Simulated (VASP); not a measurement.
Runs of VASP 6.6.1 on Cl. The structure is that of space group Pmmm (No. 47), or close to it. The cells are those of the table. The cell was generated, and may not be a known phase.

| task | cell | k mesh | gap on the mesh (eV) | pressure (GPa) | relaxed volume (Å³/atom) |
| --- | --- | --- | --- | --- | --- |
| relaxation of cell and atoms | relaxed from a = 2.250, b = 2.768, c = 5.011 Å, 1 atom | 8 × 6 × 4 | none | 0.0 | (a) |
| relaxation of cell and atoms | relaxed from a = 2.316, b = 3.364, c = 4.406 Å, 1 atom | 24 × 16 × 12 | none | 0.0 | 30.91 |
| single point | a = 2.250, b = 2.768, c = 5.011 Å, 1 atom | 8 × 6 × 4 | none | 6.4 | - |
| single point | a = 2.316, b = 3.364, c = 4.406 Å, 1 atom | 8 × 6 × 4 | none | -0.2 | - |

Alike in all rows: level PBE; potentials or basis VASP PAW PBE potentials, release 64 (Cl); no spin polarisation; cutoff (eV) 500; smearing gaussian 0.1 eV.

Q: Fill in the values left out.

A: (a) 38.12.

Caveats: some runs use coarse meshes; an odd number of electrons without spin polarisation forces a metal; a magnetic or distorted state may lie lower; the volume moved by over 15 % at a fixed basis, so the end points are rough (at least some runs); a cell axis changed by over 15 % at a fixed basis, so the end point is rough (at least some runs).

A gap of «none» marks levels without a gap at the run's occupations.
